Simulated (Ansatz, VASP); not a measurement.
One calculation of AlN, two programs

The input INCAR:

```
SYSTEM = AlN
PREC     = Accurate       ! precision mode
ENCUT    = 520            ! plane-wave cutoff, eV
EDIFF    = 1E-6           ! SCF threshold, eV
ISMEAR   = 0              ! smearing method
SIGMA    = 0.05           ! smearing width, eV
LREAL    = .False.        ! projectors in reciprocal space
LASPH    = .True.         ! aspherical terms in the spheres
NELM     = 60             ! most SCF steps
ALGO     = Normal         ! electronic algorithm
ISIF     = 2              ! what is computed and relaxed
LWAVE    = .False.        ! write WAVECAR
LCHARG   = .True.         ! write CHGCAR
GGA      = PS             ! functional
LELF     = .True.         ! ELF
LVHAR    = .True.       
NBANDS   = 36             ! bands
```

The input KPOINTS:

```
Automatic mesh
0
Gamma
  9 9 2
  0 0 0
```

Contents of POSCAR:

```
AlN
1.0
    2.0226209166     -2.0226209166      0.0000000000
    2.0226209166      0.0000000000     -2.0226209166
    8.4274523111      7.9219993440      7.9219993440
Al N
6 6
Direct
    0.6423708333      0.6423708333      0.2916666667
   -0.0104125000     -0.0104125000      0.1250000000
    0.2951541667      0.2951541667      0.4583333333
    0.6007208333      0.6007208333      0.7916666667
    0.9479375000      0.9479375000      0.6250000000
    0.2535041667      0.2535041667      0.9583333333
    0.9687625000     -0.0312375000      0.3750000000
    0.3159791667      0.3159791667      0.2083333333
    0.6215458333      0.6215458333      0.5416666667
    0.9271125000      0.9271125000      0.8750000000
    0.2743291667      0.2743291667      0.7083333333
    0.6631958333      0.6631958333      0.0416666667
```

Input for Ansatz:

```yaml
crystal:
  lattice:
    - [2.0226209166, -2.0226209166, 0.0]
    - [2.0226209166, 0.0, -2.0226209166]
    - [8.4274523111, 7.921999344, 7.921999344]
  atoms:
    - { symbol: Al, position: [0.6423708333, 0.6423708333, 0.2916666667] }
    - { symbol: Al, position: [-0.0104125, -0.0104125, 0.125] }
    - { symbol: Al, position: [0.2951541667, 0.2951541667, 0.4583333333] }
    - { symbol: Al, position: [0.6007208333, 0.6007208333, 0.7916666667] }
    - { symbol: Al, position: [0.9479375, 0.9479375, 0.625] }
    - { symbol: Al, position: [0.2535041667, 0.2535041667, 0.9583333333] }
    - { symbol: "N", position: [0.9687625, -0.0312375, 0.375] }
    - { symbol: "N", position: [0.3159791667, 0.3159791667, 0.2083333333] }
    - { symbol: "N", position: [0.6215458333, 0.6215458333, 0.5416666667] }
    - { symbol: "N", position: [0.9271125, 0.9271125, 0.875] }
    - { symbol: "N", position: [0.2743291667, 0.2743291667, 0.7083333333] }
    - { symbol: "N", position: [0.6631958333, 0.6631958333, 0.0416666667] }
basis:
  ecutwfc: 420
kpoints:
  mp_grid: { grid: [9, 9, 2] }
hamiltonian:
  xc: pbesol
scf:
  occupations: { method: gaussian, width: 0.05 }
output:
  forces: true
  stress: true
  eigenvalues: true
```

Alike in both runs: task single point; functional PBEsol; k mesh 9 × 9 × 2; occupations gaussian, width 0.05 eV; no spin polarisation.

```csv
,VASP,Ansatz
version,VASP 6.6.1,Ansatz 0.2.0
potentials or method,"VASP PAW PBE potentials, release 64 (Al, N), cutoff 520 eV","scalar-relativistic, plane waves, PAW"
valence electrons in the cell,48,48
```

Ansatz gave:

* gap on the k mesh at the Fermi level (eV): 4.40
* least direct gap on the mesh (eV): 5.30
* pressure (GPa): 1.8
* traceless stress, the component that is largest in VASP (GPa): 4.65
* rms of the force components (eV/Å): 0.360

Which values does VASP return?

gap on the k mesh at the Fermi level (eV): 4.39; least direct gap on the mesh (eV): 5.32; pressure (GPa): 1.7; traceless stress, the component that is largest in VASP (GPa): 4.65; rms of the force components (eV/Å): 0.361.

VASP's potentials were made for PBE, not for PBEsol. Atom by atom the forces differ by 0.002 eV/Å (rms over components).
